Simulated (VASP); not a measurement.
# Bi (R-3m) in VASP: a series of runs, part 2 of 2

VASP 6.6.1. Earlier steps stand in the parts before.

### Step 4. Relaxation of shape and atoms at fixed volume, PBE+D3(BJ) (32.49 Å³/atom)

This run uses another cell than the first one, of 32.49 Å³/atom.

INCAR

```
SYSTEM = Bi
ALGO     = Fast           ! electronic algorithm
EDIFF    = 1E-6           ! SCF threshold, eV
EDIFFG   = -0.01          ! ionic threshold
ENCUT    = 600            ! plane-wave cutoff, eV
GGA      = PE             ! functional
IBRION   = 2              ! ionic algorithm
ISIF     = 4              ! what is computed and relaxed
ISMEAR   = 0              ! smearing method
IVDW     = 12             ! dispersion correction
LASPH    = .TRUE.         ! aspherical terms in the spheres
LCHARG   = .FALSE.        ! write CHGCAR
LREAL    = .FALSE.        ! projectors in reciprocal space
LWAVE    = .FALSE.        ! write WAVECAR
NELM     = 80             ! most SCF steps
NSW      = 50             ! ionic steps
PREC     = Accurate       ! precision mode
SIGMA    = 0.1            ! smearing width, eV
```

KPOINTS

```
k-points
0
G
  12 12 12
  0 0 0
```

POSCAR

```
Bi
1.0
    2.2257119901      1.2850154166      3.7866037517
   -2.2257119901      1.2850154166      3.7866037517
    0.0000000000     -2.5700308333      3.7866037517
Bi
2
Direct
    0.2385673326      0.2385673326      0.2385673326
    0.7614326674      0.7614326674      0.7614326674
```

Potentials or basis: VASP PAW PBE potentials, release 64 (Bi_d).

Launch:

```bash
> cat potpaw_PBE.64/Bi_d/POTCAR > POTCAR
> mpirun -np 1 vasp_std > vasp.out
```

OUTCAR:

```text
SYSTEM = Bi
   EDIFF = 1E-6
   EDIFFG = -0.01
   ENCUT = 600
   GGA = PE
   IBRION = 2
   ISIF = 4
   ISMEAR = 0
   IVDW = 12
   LASPH = .TRUE.
   LREAL = .FALSE.
   NELM = 80
   NSW = 50
   PREC = Accurate
 IVDW          = 12

 ion  position               nearest neighbor table
   1  0.239  0.239  0.239-   2 3.05   2 3.05   2 3.05   2 3.35   2 3.35   2 3.35
   2  0.761  0.761  0.761-   1 3.05   1 3.05   1 3.05   1 3.35   1 3.35   1 3.35

  LATTYP: Found a trigonal (rhomboedric) cell.
 ALAT       =     4.5763988524
 COS(alpha) =     0.5269356833

  Lattice vectors:

 A1 = (   2.2257119901,   1.2850154166,   3.7866037517)
 A2 = (  -2.2257119901,   1.2850154166,   3.7866037517)
 A3 = (   0.0000000000,  -2.5700308333,   3.7866037517)

Analysis of symmetry for initial positions (statically):
=====================================================================
 Subroutine PRICEL returns:
 Original cell was already a primitive cell.

 Routine SETGRP: Setting up the symmetry group for a
 trigonal (rhombohedral) supercell.

 Subroutine GETGRP returns: Found 12 space group operations
 (whereof 12 operations were pure point group operations)
 out of a pool of 12 trial point group operations.

The static configuration has the point symmetry D_3d.

Analysis of symmetry for dynamics (positions and initial velocities):
=====================================================================
 Subroutine PRICEL returns:
 Original cell was already a primitive cell.

 Routine SETGRP: Setting up the symmetry group for a
 trigonal (rhombohedral) supercell.

 Subroutine GETGRP returns: Found 12 space group operations
 (whereof 12 operations were pure point group operations)
 out of a pool of 12 trial point group operations.

The dynamic configuration has the point symmetry D_3d.

 Subroutine INISYM returns: Found 12 space group operations
 (whereof 12 operations are pure point group operations),
 and found     1 'primitive' translations

----------------------------------------------------------------------------------------

                                     Primitive cell

  volume of cell :      64.9798

  direct lattice vectors                    reciprocal lattice vectors
     2.225711990  1.285015417  3.786603752     0.224647215  0.129700130  0.088029632
    -2.225711990  1.285015417  3.786603752    -0.224647215  0.129700130  0.088029632
     0.000000000 -2.570030833  3.786603752     0.000000000 -0.259400260  0.088029632

  length of vectors
     4.576398852  4.576398852  4.576398852     0.273930121  0.273930121  0.273930121

  position of ions in fractional coordinates (direct lattice)
     0.238567333  0.238567333  0.238567333
     0.761432667  0.761432667  0.761432667

  ion indices of the primitive-cell ions
   primitive index   ion index
                 1           1
                 2           2

----------------------------------------------------------------------------------------

 KPOINTS: k-points

Automatic generation of k-mesh.
 Grid dimensions read from file:
 generate k-points for:   12   12   12

 Generating k-lattice:

  Cartesian coordinates                     Fractional coordinates (reciprocal lattice)
     0.018720601  0.010808344  0.007335803     0.083333333  0.000000000  0.000000000
    -0.018720601  0.010808344  0.007335803     0.000000000  0.083333333  0.000000000
     0.000000000 -0.021616688  0.007335803    -0.000000000 -0.000000000  0.083333333

  Length of vectors
     0.022827510  0.022827510  0.022827510

  Shift w.r.t. Gamma in fractional coordinates (k-lattice)
     0.000000000  0.000000000  0.000000000

 Subroutine IBZKPT returns following result:
 ===========================================

 Found    189 irreducible k-points:

 Following reciprocal coordinates:
            Coordinates               Weight
  0.000000  0.000000  0.000000      1.000000
  0.083333  0.000000  0.000000      6.000000
  0.166667  0.000000  0.000000      6.000000
  0.250000  0.000000  0.000000      6.000000
  0.333333  0.000000  0.000000      6.000000
  0.416667  0.000000  0.000000      6.000000
[... 16 lines left out ...]
  0.500000  0.166667  0.000000     12.000000
 -0.416667  0.166667  0.000000     12.000000
 [... further k-points ...]
   k-points           NKPTS =    189   k-points in BZ     NKDIM =    189   number of bands    NBANDS=     19
   number of dos      NEDOS =    301   number of ions     NIONS =      2
   total plane-waves  NPLWV =  64000
   dimension x,y,z NGX =    40 NGY =   40 NGZ =   40
   dimension x,y,z NGXF=    80 NGYF=   80 NGZF=   80
   ions per type =               2
   NGX,Y,Z   is equivalent  to a cutoff of  14.53, 14.53, 14.53 a.u.
   NGXF,Y,Z  is equivalent  to a cutoff of  29.06, 29.06, 29.06 a.u.
 SYSTEM =  Bi
   PREC   = accura    normal or accurate (medium, high low for compatibility)
   ISTART =      0    job   : 0-new  1-cont  2-samecut
   ICHARG =      2    charge: 1-file 2-atom 10-const
   ISPIN  =      1    spin polarized calculation?
   LNONCOLLINEAR =      F non collinear calculations
   LSORBIT =      F    spin-orbit coupling
   LASPH  =      T    aspherical Exc in radial PAW
   ENCUT  =  600.0 eV  44.10 Ry    6.64 a.u.   9.14  9.14  9.14*2*pi/ulx,y,z
   NELM   =     80;   NELMIN=  2; NELMDL= -5     # of ELM steps
   EDIFF  = 0.1E-05   stopping-criterion for ELM
   LREAL  =      F    real-space projection
   EDIFFG = -.1E-01   stopping-criterion for IOM
   NSW    =     50    number of steps for IOM
   IBRION =      2    ionic relax: 0-MD 1-quasi-New 2-CG
   NFREE  =      1    steps in history (QN), initial steepest desc. (CG)
   ISIF   =      4    stress and relaxation
   ISYM   =      2    0-nonsym 1-usesym 2-fastsym
   POTIM  = 0.5000    time-step for ionic-motion
   TEBEG  =    0.0;   TEEND  =   0.0 temperature during run
   PSTRESS=    0.0 pullay stress
   NELECT =      30.0000    total number of electrons
   NUPDOWN=      -1.0000    fix difference up-down
   EMIN   =  10.00;   EMAX   =-10.00  energy-range for DOS
   EFERMI =   0.00;   METHOD = LEGACY
   ISMEAR =     0;   SIGMA  =   0.10  broadening in eV -4-tet -1-fermi 0-gaus
   EFERMI_NEDOS =   21; number of points for ismear=-14 and -15
   IALGO  =     68    algorithm
   IMIX   =      4    mixing-type and parameters
     AMIX     =   0.40;   BMIX     =  1.00
     AMIX_MAG =   1.60;   BMIX_MAG =  1.00
  volume/ion in A,a.u.               =      32.49       219.25
  Fermi-wavevector in a.u.,A,eV,Ry     =   1.265287  2.391046 21.782270  1.600952
  Thomas-Fermi vector in A             =   2.398548
   LORBIT       =      0    0 simple, 1 ext, 2 COOP (PROOUT), +10 PAW based schemes
   GGA     = PE    functional components
   LHFCALC =     F    Hartree Fock is set to
   AEXX    =    0.0000 exact exchange contribution
   IVDW    =    12    specifies the selected vdW correction
   LEPSILON=     F    determine dielectric tensor
   LRPA    =     F    only Hartree local field effects (RPA)
 conjugate gradient relaxation of ions
 non-spin polarized calculation
 RMM-DIIS sequential band-by-band and
 Gauss-broadening in eV      SIGMA  =   0.10
  energy-cutoff  :      600.00
  volume of cell :       64.98
 maximum number of plane-waves:      2190
 NGX is ok and might be reduce to    40
   NGX = 19   NGY = 19   NGZ = 19

--------------------------------------- Ionic step        1  -------------------------------------------

 number of electron      29.9999998 magnetization

 Free energy of the ion-electron system (eV)
  ---------------------------------------------------
  ext. energy  EPLUGINS =         0.00000000
  ---------------------------------------------------
  free energy    TOTEN  =        -7.64787702 eV

  energy without entropy =       -7.64666571  energy(sigma->0) =       -7.64727137

------------------------ aborting loop because EDIFF is reached ----------------------------------------

 Edisp (eV)   -0.98420

 E8    (eV) :    -0.4888
[... 311 lines left out ...]
--------------------------------------- Ionic step        9  -------------------------------------------

 number of electron      29.9999997 magnetization

 Free energy of the ion-electron system (eV)
  ---------------------------------------------------
  ext. energy  EPLUGINS =         0.00000000
  ---------------------------------------------------
  free energy    TOTEN  =        -7.65043332 eV

  energy without entropy =       -7.64898701  energy(sigma->0) =       -7.64971017

 E-fermi :   7.3065     XC(G=0):  -9.9262

 val. band max:        7.3007992330   @ k =   0.2500   0.1667   0.0833
 cond. band min:       7.3369555308   @ k =  -0.4167   0.5000   0.4167
 fundamental gap:      0.0361562977
 Fermi energy:         7.3065050942

 k-point     1 :       0.0000    0.0000    0.0000
  band No.  band energies     occupation
      1     -15.7817      2.00000
      2     -15.7817      2.00000
      3     -15.6029      2.00000
      4     -15.6029      2.00000
      5     -15.5962      2.00000
      6     -15.3796      2.00000
[... 505 lines left out ...]
      6     -15.4844      2.00000
[... 11 lines left out ...]
     18      10.7025      0.00000
     19      14.2849      0.00000

 [... further k-points ...]

------------------------ aborting loop because EDIFF is reached ----------------------------------------

 Edisp (eV)   -0.98415

 E8    (eV) :    -0.4887
[... 25 lines left out ...]
  FREE ENERGIE OF THE ION-ELECTRON SYSTEM (eV)
  ---------------------------------------------------
  free  energy   TOTEN  =        -8.6345865468 eV

  energy  without entropy=       -8.6331402278  energy(sigma->0) =       -8.63386339

 reached required accuracy - stopping structural energy minimisation
```

Run time: 25 min. Hardware: 1 thread of Intel Xeon Platinum 8259CL at 2.50GHz (Skylake/Cascade Lake), shared host; peak memory 0.42 GiB.

What came out:

| Item | Value |
| --- | --- |
| Free energy | -8.6346 eV |
| Energy gained by relaxing | 1.3 meV/atom |
| Ionic steps | 9 |
| Pressure after relaxing | 2.9 GPa |
| Largest force after relaxing | 0.007 eV/Å |
| Band gap on the k mesh | zero (bands 15 and 16 overlap by 0.25 eV) |
| Dispersion energy per atom | -0.492 eV |

Forces in eV/Å, atoms in the order of the input:
```
Bi   0.000  0.000 -0.007
Bi   0.000  0.000  0.007
```

Step by step:
```
step  energy change (eV)  largest force (eV/Å)  pressure (GPa)  volume (Å³)
   1              0.0000                0.1205            3.23        64.98
   2             -0.0013                0.0718            3.12        64.98
   3             -0.0022                0.0241            3.00        64.98
   4             -0.0021                0.0570            2.77        64.98
   5             -0.0024                0.0009            2.88        64.98
   6             -0.0024                0.0222            2.84        64.98
   7             -0.0024                0.0076            2.88        64.98
   8             -0.0024                0.0190            2.87        64.98
   9             -0.0025                0.0075            2.86        64.98
```

Final structure:
```xyz
2
Lattice="2.2344 1.2900 3.7571 -2.2344 1.2900 3.7571 0.0000 -2.5801 3.7571" Properties=species:S:1:pos:R:3 pbc="T T T"
Bi    0.0000    0.0000    2.7077
Bi    0.0000    0.0000    8.5637
```

Levels at points of the mesh, in eV from the Fermi level:
| k point | band 13 | band 14 | band 15 | band 16 | band 17 | band 18 |
| --- | --- | --- | --- | --- | --- | --- |
| (0.00, 0.00, 0.00) | -1.60 | -1.41 | -1.41 | 3.01 | 3.19 | 3.19 |
| (0.50, 0.00, 0.00) | -0.97 | -0.91 | -0.31 | -0.26 | 0.18 | 0.48 |
| (0.50, 0.50, 0.00) | -5.29 | -3.39 | -3.29 | 2.41 | 5.32 | 5.52 |
| (0.50, 0.50, 0.50) | -0.73 | -0.54 | -0.54 | 0.25 | 0.25 | 0.36 |

Caveat: spin-orbit coupling is left out, which moves the levels of the heavy elements.

### Step 5. Summary

| cell | gap on the mesh (eV) | pressure (GPa) |
| --- | --- | --- |
| relaxed from a = 4.882 Å, angles 56.7°, 2 atoms, atomic positions A | none | -2.6 |
| relaxed from a = 4.511 Å, angles 58.7°, 2 atoms, atomic positions B | none | 4.8 |
| relaxed from a = 4.576 Å, angles 58.2°, 2 atoms, atomic positions C | none | 2.9 |

Alike in all rows: task relaxation of shape and atoms at fixed volume; level PBE+D3(BJ); potentials or basis VASP PAW PBE potentials, release 64 (Bi_d); no spin polarisation; k mesh 12 × 12 × 12; cutoff (eV) 600; smearing gaussian 0.1 eV.

Caveats: spin-orbit coupling is left out, which moves the levels of the heavy elements.

Total energies depend on the potentials used, so only differences within one code and one set of settings carry meaning.

The gap in the log of VASP goes by the Fermi energy; the results here count the filled bands.